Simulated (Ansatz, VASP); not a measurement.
**Two plane-wave programs on NiO2**

Contents of INCAR:

```
PREC = Accurate ; ENCUT = 520
EDIFF = 1E-6 ; ISMEAR = 0
SIGMA = 0.05 ; LREAL = F
LASPH = T ; NELM = 60
ALGO = Normal ; ISIF = 2
LWAVE = F ; LCHARG = F
NBANDS = 18
```

File KPOINTS:

```
regular mesh
0
Gamma
  12 12 6
```

POSCAR

```
NiO2
1.0
    2.8475295614      0.0000000000      0.0000000000
   -1.4237647807      2.4660329382      0.0000000000
    0.0000000000      0.0000000000      3.9594898551
Ni O
1 2
Direct
    0.0000000000      0.0000000000      0.5000000000
    0.6666666667      0.3333333333      0.7542852723
    0.3333333333      0.6666666667      0.2457147277
```

Input for Ansatz:

```yaml
crystal:
  lattice:
    - [2.8475295614, 0.0, 0.0]
    - [-1.4237647807, 2.4660329382, 0.0]
    - [0.0, 0.0, 3.9594898551]
  atoms:
    - { symbol: Ni, position: [0.0, 0.0, 0.5] }
    - { symbol: O, position: [0.6666666667, 0.3333333333, 0.7542852723] }
    - { symbol: O, position: [0.3333333333, 0.6666666667, 0.2457147277] }
basis:
  ecutwfc: 520.0
kpoints:
  mp_grid: { grid: [12, 12, 6] }
hamiltonian:
  xc: lda
  pseudopotentials: { kind: paw }
scf:
  occupations: { method: gaussian, width: 0.05 }
output:
  forces: true
  stress: true
  eigenvalues: true
```

Alike in both runs: task single point; functional LDA; k mesh 12 × 12 × 6; occupations gaussian, width 0.05 eV; no spin polarisation.

|  | VASP | Ansatz |
| --- | --- | --- |
| version | VASP 6.6.1 | Ansatz 0.2.0 |
| potentials or method | VASP PAW LDA potentials, release 64 (Ni, O), cutoff 520 eV | scalar-relativistic, plane waves, PAW |
| valence electrons in the cell | 22 | 30 |

|  | VASP | Ansatz | Ansatz less VASP |
| --- | --- | --- | --- |
| gap on the k mesh at the Fermi level (eV) | 0.34 | 0.38 | +0.039 |
| least direct gap on the mesh (eV) | 0.50 | 0.53 | +0.025 |
| pressure (GPa) | -22.7 | -23.3 | -0.63 |
| traceless stress, the component that is largest in VASP (GPa) | 2.13 | 2.54 | +0.405 |
| rms of the force components (eV/Å) | 0.974 | 1.017 | +0.0435 |

LDA's correlation is that of Perdew and Zunger in VASP and of Perdew and Wang (1992) in Ansatz. Atom by atom the forces differ by 0.044 eV/Å (rms over components). VASP's potentials hold 22 valence electrons a cell and Ansatz's 30, so a difference there can come from the potentials and not from the codes.
